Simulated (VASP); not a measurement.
# WC (P-6m2) in VASP: single point with PBEsol

Aim: the single point of WC with PBEsol.

All numbers are computed with VASP 6.6.1; they aren't measurements. Logs are shortened: lines on timing, memory, paths and dates and some standing lists are left out, and cuts for length are marked.

## (1) The cell of the first run

It takes space group P-6m2 (No. 187, hexagonal). The conventional cell has a = 2.901 Å, b = 2.901 Å, c = 2.829 Å, α = 90.00°, β = 90.00°, γ = 120.00°. Within 2.9 Å of W (site symmetry -6m2) lie 6 C at 2.19 Å and 2 W at 2.83 Å. Within 2.9 Å of C (site symmetry -6m2) lie 6 W at 2.19 Å and 2 C at 2.83 Å.

## (2) Single point, PBEsol

INCAR

```
SYSTEM = WC
PREC = Accurate ; ENCUT = 520
EDIFF = 1E-6 ; ISMEAR = 0
SIGMA = 0.15 ; LREAL = .FALSE.
LASPH = .TRUE. ; NELM = 80
ALGO = Normal ; ISIF = 2
LWAVE = .FALSE. ; LCHARG = .TRUE.
GGA = PS ; LELF = .TRUE.
LVHAR = .TRUE. ; NBANDS = 16
```

KPOINTS

```
regular mesh
0
G
  6 6 6
  0 0 0
```

POSCAR

```
WC
1.0
    2.9005014360      0.0000000000      0.0000000000
   -1.4502507180      2.5119079273      0.0000000000
    0.0000000000      0.0000000000      2.8290000000
W C
1 1
Direct
    0.0000000000      0.0000000000      0.0000000000
    0.6666666667      0.3333333333      0.5000000000
```

Potentials or basis: VASP PAW PBE potentials, release 64 (W_sv, C).

Run with:

```
cat potpaw_PBE.64/W_sv/POTCAR potpaw_PBE.64/C/POTCAR > POTCAR
mpirun -np 1 vasp_std > vasp.out
```

OUTCAR:

```text
SYSTEM = WC
   PREC = Accurate
   ENCUT = 520
   EDIFF = 1E-6
   ISMEAR = 0
   LREAL = .FALSE.
   LASPH = .TRUE.
   NELM = 80
   ISIF = 2
   GGA = PS

 ion  position               nearest neighbor table
   1  0.000  0.000  0.000-   2 2.19   2 2.19   2 2.19   2 2.19   2 2.19   2 2.19
   2  0.667  0.333  0.500-   1 2.19   1 2.19   1 2.19   1 2.19   1 2.19   1 2.19

  LATTYP: Found a hexagonal cell.
 ALAT       =     2.9005014360
 C/A-ratio  =     0.9753485949

  Lattice vectors:

 A1 = (   2.9005014360,   0.0000000000,   0.0000000000)
 A2 = (  -1.4502507180,   2.5119079273,   0.0000000000)
 A3 = (   0.0000000000,   0.0000000000,   2.8290000000)

Analysis of symmetry for initial positions (statically):
=====================================================================
 Subroutine PRICEL returns:
 Original cell was already a primitive cell.

 Routine SETGRP: Setting up the symmetry group for a
 hexagonal supercell.

 Subroutine GETGRP returns: Found 12 space group operations
 (whereof 12 operations were pure point group operations)
 out of a pool of 24 trial point group operations.

The static configuration has the point symmetry D_3h.

Analysis of symmetry for dynamics (positions and initial velocities):
=====================================================================
 Subroutine PRICEL returns:
 Original cell was already a primitive cell.

 Routine SETGRP: Setting up the symmetry group for a
 hexagonal supercell.

 Subroutine GETGRP returns: Found 12 space group operations
 (whereof 12 operations were pure point group operations)
 out of a pool of 24 trial point group operations.

The dynamic configuration has the point symmetry D_3h.

 Subroutine INISYM returns: Found 12 space group operations
 (whereof 12 operations are pure point group operations),
 and found     1 'primitive' translations

----------------------------------------------------------------------------------------

                                     Primitive cell

  volume of cell :      20.6115

  direct lattice vectors                    reciprocal lattice vectors
     2.900501436  0.000000000  0.000000000     0.344767973  0.199051882  0.000000000
    -1.450250718  2.511907927  0.000000000     0.000000000  0.398103764  0.000000000
     0.000000000  0.000000000  2.829000000     0.000000000  0.000000000  0.353481796

  length of vectors
     2.900501436  2.900501436  2.829000000     0.398103764  0.398103764  0.353481796

  position of ions in fractional coordinates (direct lattice)
     0.000000000  0.000000000  0.000000000
     0.666666667  0.333333333  0.500000000

  ion indices of the primitive-cell ions
   primitive index   ion index
                 1           1
                 2           2

----------------------------------------------------------------------------------------

 KPOINTS: regular mesh

Automatic generation of k-mesh.
 Grid dimensions read from file:
 generate k-points for:    6    6    6

 Generating k-lattice:

  Cartesian coordinates                     Fractional coordinates (reciprocal lattice)
     0.057461329  0.033175314  0.000000000     0.166666667 -0.000000000  0.000000000
     0.000000000  0.066350627  0.000000000     0.000000000  0.166666667  0.000000000
     0.000000000  0.000000000  0.058913633     0.000000000  0.000000000  0.166666667

  Length of vectors
     0.066350627  0.066350627  0.058913633

  Shift w.r.t. Gamma in fractional coordinates (k-lattice)
     0.000000000  0.000000000  0.000000000

 Subroutine IBZKPT returns following result:
 ===========================================

 Found     28 irreducible k-points:

 Following reciprocal coordinates:
            Coordinates               Weight
  0.000000  0.000000  0.000000      1.000000
  0.166667 -0.000000  0.000000      6.000000
  0.333333 -0.000000  0.000000      6.000000
  0.500000 -0.000000  0.000000      3.000000
  0.166667  0.166667  0.000000      6.000000
  0.333333  0.166667  0.000000     12.000000
[... 16 lines left out ...]
  0.166667 -0.000000  0.500000      6.000000
  0.333333 -0.000000  0.500000      6.000000
 [... further k-points ...]
   k-points           NKPTS =     28   k-points in BZ     NKDIM =     28   number of bands    NBANDS=     16
   number of dos      NEDOS =    301   number of ions     NIONS =      2
   total plane-waves  NPLWV =  13824
   dimension x,y,z NGX =    24 NGY =   24 NGZ =   24
   dimension x,y,z NGXF=    48 NGYF=   48 NGZF=   48
   ions per type =               1   1
   NGX,Y,Z   is equivalent  to a cutoff of  13.76, 13.76, 14.10 a.u.
   NGXF,Y,Z  is equivalent  to a cutoff of  27.51, 27.51, 28.21 a.u.
 SYSTEM =  WC
   PREC   = accura    normal or accurate (medium, high low for compatibility)
   ISTART =      0    job   : 0-new  1-cont  2-samecut
   ICHARG =      2    charge: 1-file 2-atom 10-const
   ISPIN  =      1    spin polarized calculation?
   LNONCOLLINEAR =      F non collinear calculations
   LSORBIT =      F    spin-orbit coupling
   LASPH  =      T    aspherical Exc in radial PAW
   ENCUT  =  520.0 eV  38.22 Ry    6.18 a.u.   5.39  5.39  5.26*2*pi/ulx,y,z
   NELM   =     80;   NELMIN=  2; NELMDL= -5     # of ELM steps
   EDIFF  = 0.1E-05   stopping-criterion for ELM
   LREAL  =      F    real-space projection
   EDIFFG = 0.1E-04   stopping-criterion for IOM
   NSW    =      0    number of steps for IOM
   IBRION =     -1    ionic relax: 0-MD 1-quasi-New 2-CG
   NFREE  =      0    steps in history (QN), initial steepest desc. (CG)
   ISIF   =      2    stress and relaxation
   ISYM   =      2    0-nonsym 1-usesym 2-fastsym
   POTIM  = 0.5000    time-step for ionic-motion
   TEBEG  =    0.0;   TEEND  =   0.0 temperature during run
   PSTRESS=    0.0 pullay stress
   NELECT =      18.0000    total number of electrons
   NUPDOWN=      -1.0000    fix difference up-down
   EMIN   =  10.00;   EMAX   =-10.00  energy-range for DOS
   EFERMI =   0.00;   METHOD = LEGACY
   ISMEAR =     0;   SIGMA  =   0.15  broadening in eV -4-tet -1-fermi 0-gaus
   EFERMI_NEDOS =   21; number of points for ismear=-14 and -15
   IALGO  =     38    algorithm
   IMIX   =      4    mixing-type and parameters
     AMIX     =   0.40;   BMIX     =  1.00
     AMIX_MAG =   1.60;   BMIX_MAG =  1.00
  volume/ion in A,a.u.               =      10.31        69.55
  Fermi-wavevector in a.u.,A,eV,Ry     =   1.564813  2.957068 33.315762  2.448639
  Thomas-Fermi vector in A             =   2.667381
   LORBIT       =      0    0 simple, 1 ext, 2 COOP (PROOUT), +10 PAW based schemes
   GGA     = PS    functional components
   LHFCALC =     F    Hartree Fock is set to
   AEXX    =    0.0000 exact exchange contribution
   IVDW    =     0    specifies the selected vdW correction
   LEPSILON=     F    determine dielectric tensor
   LRPA    =     F    only Hartree local field effects (RPA)
 non-spin polarized calculation
 Gauss-broadening in eV      SIGMA  =   0.15
  energy-cutoff  :      520.00
  volume of cell :       20.61
 maximum number of plane-waves:       580
 NGX is ok and might be reduce to    24
   NGX = 11   NGY = 11   NGZ = 11

 number of electron      18.0000001 magnetization

 Free energy of the ion-electron system (eV)
  ---------------------------------------------------
  ext. energy  EPLUGINS =         0.00000000
  ---------------------------------------------------
  free energy    TOTEN  =       -23.89825284 eV

  energy without entropy =      -23.89214883  energy(sigma->0) =      -23.89520084

 E-fermi :  11.2536     XC(G=0): -13.9653

 val. band max:       11.1547765355   @ k =   0.0000   0.0000   0.0000
 cond. band min:      11.3013783441   @ k =   0.0000   0.0000   0.1667
 fundamental gap:      0.1466018086
 Fermi energy:        11.2535976471

 k-point     1 :       0.0000    0.0000    0.0000
  band No.  band energies     occupation
      1     -62.8914      2.00000
      2     -26.8812      2.00000
      3     -26.7714      2.00000
      4     -26.7714      2.00000
      5      -3.4496      2.00000
      6       6.6588      2.00000
[... 8 lines left out ...]
     15      25.4035      0.00000
     16      27.7921      0.00000

 k-point     2 :       0.1667   -0.0000    0.0000
  band No.  band energies     occupation
      1     -62.8763      2.00000
      2     -26.9904      2.00000
      3     -26.8526      2.00000
      4     -26.8212      2.00000
      5      -2.7420      2.00000
      6       6.3006      2.00000
[... 8 lines left out ...]
     15      24.7139      0.00000
     16      29.2439      0.00000

 k-point     3 :       0.3333   -0.0000    0.0000
  band No.  band energies     occupation
      1     -62.8460      2.00000
      2     -27.4087      2.00000
      3     -26.9194      2.00000
      4     -26.7951      2.00000
      5      -1.1083      2.00000
      6       4.7085      2.00000
[... 8 lines left out ...]
     15      26.0077      0.00000
     16      27.7832      0.00000

 k-point     4 :       0.5000   -0.0000    0.0000
  band No.  band energies     occupation
      1     -62.8308      2.00000
      2     -27.6089      2.00000
      3     -26.9679      2.00000
      4     -26.7661      2.00000
      5      -0.0529      2.00000
      6       3.9590      2.00000
[... 8 lines left out ...]
     15      23.9089      0.00000
     16      29.2050      0.00000

 k-point     5 :       0.1667    0.1667    0.0000
  band No.  band energies     occupation
      1     -62.8536      2.00000
      2     -27.2664      2.00000
      3     -26.9375      2.00000
      4     -26.8095      2.00000
      5      -1.5411      2.00000
      6       5.1877      2.00000
[... 8 lines left out ...]
     15      25.4185      0.00000
     16      28.9050      0.00000

 k-point     6 :       0.3333    0.1667    0.0000
  band No.  band energies     occupation
      1     -62.8309      2.00000
      2     -27.5054      2.00000
      3     -27.0804      2.00000
      4     -26.7661      2.00000
      5       0.0075      2.00000
      6       4.2669      2.00000
[... 8 lines left out ...]
     15      25.8242      0.00000
     16      28.1419      0.00000

 k-point     7 :       0.3333    0.3333    0.0000
  band No.  band energies     occupation
      1     -62.8233      2.00000
      2     -27.3876      2.00000
      3     -27.3313      2.00000
      4     -26.7516      2.00000
      5       0.7336      2.00000
      6       4.4065      2.00000
[... 8 lines left out ...]
     15      26.3928      0.00000
     16      26.5336      0.00000

 k-point     8 :       0.0000    0.0000    0.1667
  band No.  band energies     occupation
      1     -62.8807      2.00000
      2     -27.0815      2.00000
      3     -26.7540      2.00000
      4     -26.7540      2.00000
      5      -2.7802      2.00000
      6       6.2010      2.00000
[... 8 lines left out ...]
     15      26.7398      0.00000
     16      28.3121      0.00000

 k-point     9 :       0.1667   -0.0000    0.1667
  band No.  band energies     occupation
      1     -62.8657      2.00000
      2     -27.0511      2.00000
      3     -26.9673      2.00000
      4     -26.8030      2.00000
      5      -2.1484      2.00000
      6       6.3675      2.00000
[... 8 lines left out ...]
     15      24.5158      0.00000
     16      29.1645      0.00000
[... 172 lines left out ...]
 k-point    19 :       0.1667    0.1667    0.3333
  band No.  band energies     occupation
      1     -62.8223      2.00000
      2     -27.3650      2.00000
      3     -27.1907      2.00000
      4     -26.8772      2.00000
      5      -0.2979      2.00000
      6       5.0207      2.00000
[... 8 lines left out ...]
     15      25.1366      0.00000
     16      27.5719      0.00000

 k-point    20 :       0.3333    0.1667    0.3333
  band No.  band energies     occupation
      1     -62.7999      2.00000
      2     -27.4219      2.00000
      3     -27.3016      2.00000
      4     -27.0137      2.00000
      5       0.0508      2.00000
      6       4.5396      2.00000
[... 8 lines left out ...]
     15      24.6389      0.00000
     16      26.4665      0.00000

 k-point    21 :       0.3333    0.3333    0.3333
  band No.  band energies     occupation
      1     -62.7925      2.00000
      2     -27.3085      2.00000
      3     -27.2814      2.00000
      4     -27.2540      2.00000
      5       0.2775      2.00000
      6       4.2944      2.00000
[... 8 lines left out ...]
     15      24.5545      0.00000
     16      25.6390      0.00000

 k-point    22 :       0.0000    0.0000    0.5000
  band No.  band energies     occupation
      1     -62.8487      2.00000
      2     -27.6488      2.00000
      3     -26.7013      2.00000
      4     -26.7013      2.00000
      5       0.6697      2.00000
      6       2.3126      2.00000
[... 8 lines left out ...]
     15      22.9204      0.00000
     16      28.3184      0.00000

 k-point    23 :       0.1667   -0.0000    0.5000
  band No.  band energies     occupation
      1     -62.8339      2.00000
      2     -27.6052      2.00000
      3     -26.9068      2.00000
      4     -26.7479      2.00000
      5       0.4227      2.00000
      6       3.1757      2.00000
[... 8 lines left out ...]
     15      24.4048      0.00000
     16      27.9083      0.00000

 k-point    24 :       0.3333   -0.0000    0.5000
  band No.  band energies     occupation
      1     -62.8045      2.00000
      2     -27.5167      2.00000
      3     -27.3014      2.00000
      4     -26.8398      2.00000
      5      -0.0438      2.00000
      6       4.4032      2.00000
[... 8 lines left out ...]
     15      24.8971      0.00000
     16      28.1829      0.00000

 [... further k-points ...]

------------------------ aborting loop because EDIFF is reached ----------------------------------------

  FORCE on cell =-STRESS in cart. coord.  units (eV):
  Direction    XX          YY          ZZ          XY          YZ          ZX
  --------------------------------------------------------------------------------------
  -------------------------------------------------------------------------------------
  Total        0.1670489      0.1670489     -0.1376835      0.0000000      0.0000000     -0.0000000
  in kB       12.9850782     12.9850782    -10.7024354      0.0000000      0.0000000     -0.0000000
  external PRESSURE =       5.0892403 kB  Pullay stress =       0.0000000 kB

 VOLUME and BASIS-vectors are now :
 -----------------------------------------------------------------------------
  energy-cutoff  :      520.00
  volume of cell :       20.61
      direct lattice vectors                 reciprocal lattice vectors
     2.900501436  0.000000000  0.000000000     0.344767973  0.199051882  0.000000000
    -1.450250718  2.511907927  0.000000000     0.000000000  0.398103764  0.000000000
     0.000000000  0.000000000  2.829000000     0.000000000  0.000000000  0.353481796

 POSITION                                       TOTAL-FORCE (eV/Angst)
 -----------------------------------------------------------------------------------
      0.00000      0.00000      0.00000        -0.000000     -0.000000      0.000000
      1.45025      0.83730      1.41450         0.000000      0.000000      0.000000
 -----------------------------------------------------------------------------------
    total drift:                                0.000000     -0.000000      0.000000

  FREE ENERGIE OF THE ION-ELECTRON SYSTEM (eV)
  ---------------------------------------------------
  free  energy   TOTEN  =       -23.8982528442 eV

  energy  without entropy=      -23.8921488325  energy(sigma->0) =      -23.89520084
```

Run time: 12 s. Hardware: 1 thread of Intel Xeon Platinum 8259CL at 2.50GHz (Skylake/Cascade Lake), shared host; peak memory 0.14 GiB.

What came out:

| Property | Result |
| --- | --- |
| Free energy | -23.8983 eV |
| Pressure | 0.5 GPa |
| Band gap on the k mesh | zero (band 9 reaches 11.63 eV, above the bottom of band 10 at 10.43 eV) |

Levels at points of the mesh, in eV from the Fermi level:
| k point | band 5 | band 6 | band 7 | band 8 | band 9 | band 10 | band 11 | band 12 | band 13 | band 14 |
| --- | --- | --- | --- | --- | --- | --- | --- | --- | --- | --- |
| (0.00, 0.00, 0.00) | -14.70 | -4.59 | -3.58 | -3.58 | -0.10 | 3.03 | 3.03 | 5.48 | 5.48 | 6.23 |
| (0.50, 0.00, 0.00) | -11.31 | -7.29 | -3.86 | -3.85 | -0.66 | 2.13 | 4.35 | 4.72 | 6.69 | 9.51 |
| (0.00, 0.00, 0.50) | -10.58 | -8.94 | -2.25 | -2.25 | -0.83 | -0.83 | 3.51 | 4.32 | 4.32 | 9.78 |
| (0.50, 0.00, 0.50) | -11.52 | -6.73 | -4.58 | -4.41 | 0.08 | 4.26 | 5.15 | 6.50 | 9.07 | 9.99 |

Caveat: the k points lie up to 0.42 Å⁻¹ apart; the PAW data sets were made with another functional, which shifts forces and pressure a little; spin-orbit coupling is left out, which moves the levels of the heavy elements.
